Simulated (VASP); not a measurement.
Input of a VASP 6.6.1 run:

Contents of INCAR:

```
PREC = Accurate
ENCUT = 520
EDIFF = 1E-6
ISMEAR = 0
SIGMA = 0.15
LREAL = False
LASPH = True
NELM = 100
ALGO = Normal
ISIF = 2
LWAVE = False
LCHARG = False
GGA = PE
NBANDS = 14
```

The input KPOINTS:

```
regular mesh
0
Gamma
  16 16 16
```

File POSCAR:

```
HfN
1.0
    0.0000000000      2.4329810243      2.2738140414
    2.2738140414      0.0000000000      2.2738140414
    2.2738140414      2.4329810243      0.0000000000
Hf N
1 1
Direct
    0.0003347749     -0.0003347749      0.0003347749
    0.4957340399      0.5042659601      0.4957340399
```

Potentials or basis: VASP PAW PBE potentials, release 64 (Hf_pv, N).

Run with:

```bash
$ cat potpaw_PBE.64/Hf_pv/POTCAR potpaw_PBE.64/N/POTCAR > POTCAR
$ mpirun -np 1 vasp_std > vasp.out
```

Question: What does it give for the largest force?

Answer: 0.093 eV/Å.

Question: Estimate the pressure.

Answer: -15.2 GPa.

Forces on the atoms (eV/Å):
```
Hf   0.000 -0.093  0.000
N    0.000  0.093  0.000
```

Caveat: the cell differs from its parent crystal (mode 5 frozen in at -0.019 Å, normal strain along y +0.0700).
